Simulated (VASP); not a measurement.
## HBr: single point with LDA

The system is HBr.

```
H Br
1.0
     0.00000    2.82000    3.03150
     2.77750    0.00000    3.03150
     2.77750    2.82000    0.00000
H Br
1 1
Direct
  0.00000 0.00000 0.00000
  0.50000 0.50000 0.50000
```

- Program: VASP 6.6.1
- Task: single point
- Functional: LDA
- Potentials or basis: VASP PAW LDA potentials, release 64 (H, Br)
- Cutoff: 520 eV
- k mesh: 14 × 14 × 14
- Occupations: gaussian, width 0.15 eV
- Spin: no spin polarisation
- Dipole correction: no
- Further INCAR settings: ALGO = Fast; EDIFF = 1e-07; NBANDS = 11

```
Pressure               : -9.3 GPa
Band gap on the k mesh : zero (bands 4 and 5 overlap by 0.58 eV)
```

Stress tensor (GPa, compression positive):
```
-11.52   0.00   0.00
  0.00 -10.33   0.00
  0.00   0.00  -6.18
```

Levels at points of the mesh, in eV from the Fermi level:
| k point | band 2 | band 3 | band 4 | band 5 | band 6 | band 7 |
| --- | --- | --- | --- | --- | --- | --- |
| (0.00, 0.00, 0.00) | -0.55 | -0.13 | -0.08 | 0.00 | 9.59 | 10.72 |
| (0.50, 0.00, 0.00) | -3.29 | -0.36 | -0.21 | 2.06 | 6.67 | 9.48 |
| (0.50, 0.50, 0.00) | -2.01 | -0.73 | -0.66 | -0.53 | 8.21 | 10.97 |
| (0.50, 0.00, 0.50) | -2.05 | -1.06 | -0.64 | -0.60 | 7.97 | 11.69 |
| (0.00, 0.50, 0.50) | -2.05 | -1.05 | -0.71 | -0.61 | 7.90 | 11.86 |

Run time: 8.3 min on 1 thread of Oxide Virtual Turin-like Processor, with other jobs on the host, peak memory 0.3 GiB.

Caveat: the stress differs along the axes, from -12 to -6 GPa.
